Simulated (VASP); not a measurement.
AgBr: single point with PBE

Crystal: AgBr.

```
CELL_PARAMETERS angstrom
0.00000 2.89276 2.89276
2.89276 0.00000 2.89276
2.89276 2.89276 0.00000
ATOMIC_POSITIONS crystal
Ag 0.00000 0.00000 0.00000
Br 0.50000 0.50000 0.50000
```

- Program: VASP 6.6.1
- Task: single point
- Functional: PBE
- Potentials or basis: VASP PAW PBE potentials, release 64 (Ag, Br)
- Cutoff: 500 eV
- k mesh: 8 × 8 × 8
- Occupations: fermi-dirac, width 0.02 eV
- Spin: non-collinear spin, zero start, spin-orbit coupling
- Starting moments: [[0.0, 0.0, 0.0], [0.0, 0.0, 0.0]] μB
- Dipole correction: no
- Further INCAR settings: ALGO = Normal; EDIFF = 1e-06; NBANDS = 30

```
Pressure                                              : 1.2 GPa
Net moment                                            : 0.00 μB per cell
Valence electrons inside the program's atomic spheres : Ag 9.72; Br 4.83
```

Moments on the atoms (μB; x, y, z):
```
Ag  0.00 0.00 0.00
Br  0.00 0.00 0.00
```

Run time: 38 s on 1 thread of Intel(R) Xeon(R) 6975P-C (Granite Rapids), on a shared host, peak memory 0.3 GiB.
